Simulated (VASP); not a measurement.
K2LiCrO6, 10 atoms in the cell. It takes space group Fm-3m (No. 225, cubic). The conventional cell has a = 8.094 Å, b = 8.094 Å, c = 8.094 Å, α = 90.00°, β = 90.00°, γ = 90.00°. Within 3.8 Å of K (site symmetry -43m) lie 12 O at 2.87 Å and 4 Li at 3.50 Å and 4 Cr at 3.50 Å. Within 2.9 Å of Li (site symmetry m-3m) lie 6 O at 2.22 Å. Within 2.4 Å of Cr (site symmetry m-3m) lie 6 O at 1.83 Å. O (site symmetry 4mm) has 1 Cr at 1.83 Å and 1 Li at 2.22 Å within 2.4 Å. 

- Program: VASP 6.6.1
- Task: single point
- Functional: PBE
- Potentials or basis: VASP PAW PBE potentials, release 64 (K_sv, Li_sv, Cr_pv, O)
- Cutoff: 750 eV
- k mesh: 6 × 6 × 6
- Occupations: fermi-dirac, width 0.0993 eV
- Spin: collinear spin, ferromagnetic start
- Starting moments: [0.0, 0.0, 0.0, 3.0, 0.0, 0.0, 0.0, 0.0, 0.0, 0.0] μB
- Hubbard terms: Cr d U = 4.58 eV
- Dipole correction: no
- Further INCAR settings: ALGO = Normal; EDIFF = 1e-06; NBANDS = 50

Potentials or basis: VASP PAW PBE potentials, release 64 (K_sv, Li_sv, Cr_pv, O).

The run is started by

```console
$ cat potpaw_PBE.64/K_sv/POTCAR potpaw_PBE.64/Li_sv/POTCAR potpaw_PBE.64/Cr_pv/POTCAR potpaw_PBE.64/O/POTCAR > POTCAR
$ mpirun -np 1 vasp_std > vasp.out
```

Hardware: 1 thread of Intel Xeon 8259CL, with other jobs on the host.

**Question.** How long does it take, and how much memory?

**Answer.** It took 19 min on 1 thread of Intel Xeon 8259CL, on a shared host, peak memory 0.7 GiB. Counts: scf iterations 29, k points 16.
